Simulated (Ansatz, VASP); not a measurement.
Two plane-wave programs on In

The input INCAR:

```
SYSTEM = In
ALGO = Normal
EDIFF = 1E-6
EDIFFG = -0.01
ENCUT = 600
GGA = PE
IBRION = 2
ISIF = 3
ISMEAR = -1
LASPH = .True.
LCHARG = .False.
LREAL = .False.
LWAVE = .False.
NELM = 60
NSW = 80
PREC = Accurate
SIGMA = 0.1
```

Contents of KPOINTS:

```
k-points
0
Gamma
  11 11 6
  0 0 0
```

POSCAR

```
In
1.0
    3.3313943041      0.0000000000      0.0000000000
   -1.6656971520      2.8850720974      0.0000000000
    0.0000000000      0.0000000000      5.4401668986
In
2
Direct
    0.3333333333      0.6666666667      0.2500000000
    0.6666666667      0.3333333333      0.7500000000
```

Input for Ansatz:

```yaml
crystal:
  lattice:
    - [3.3313943041, 0.0, 0.0]
    - [-1.665697152, 2.8850720974, 0.0]
    - [0.0, 0.0, 5.4401668986]
  atoms:
    - { symbol: In, position: [0.3333333333, 0.6666666667, 0.25] }
    - { symbol: In, position: [0.6666666667, 0.3333333333, 0.75] }
hamiltonian:
  xc: pbe
  pseudopotentials:
    kind: paw
    azcp:
      In: "pseudopotentials/In.paw.azcp"
basis:
  ecutwfc: 420
  fft_grid_basis: typed
kpoints:
  mp_grid: { grid: [11, 11, 6], shift: [0, 0, 0] }
magnetization:
  spin_polarized: false
scf:
  occupations: { method: fermi_dirac, width: 0.1 }
relax:
  max_steps: 60
  f_tol: 0.01
  cell: {}
```

Alike in both runs: task relaxation of cell and atoms; functional PBE; k mesh 11 × 11 × 6; occupations fermi-dirac, width 0.1 eV; no spin polarisation.

|  | VASP | Ansatz |
| --- | --- | --- |
| version | VASP 6.6.1 | Ansatz 0.2.0 |
| potentials or method | VASP PAW PBE potentials, release 64 (In_d), cutoff 600 eV | plane waves (420 eV) with PAW, scalar-relativistic |
| valence electrons in the cell | 26 | 26 |

|  | VASP | Ansatz | Ansatz less VASP |
| --- | --- | --- | --- |
| relaxed volume (Å³/atom) | 27.69 | 27.66 | -0.026 |
| relaxed cell length with the largest relative difference (Å) | 3.402 | 3.400 | -0.0024 |
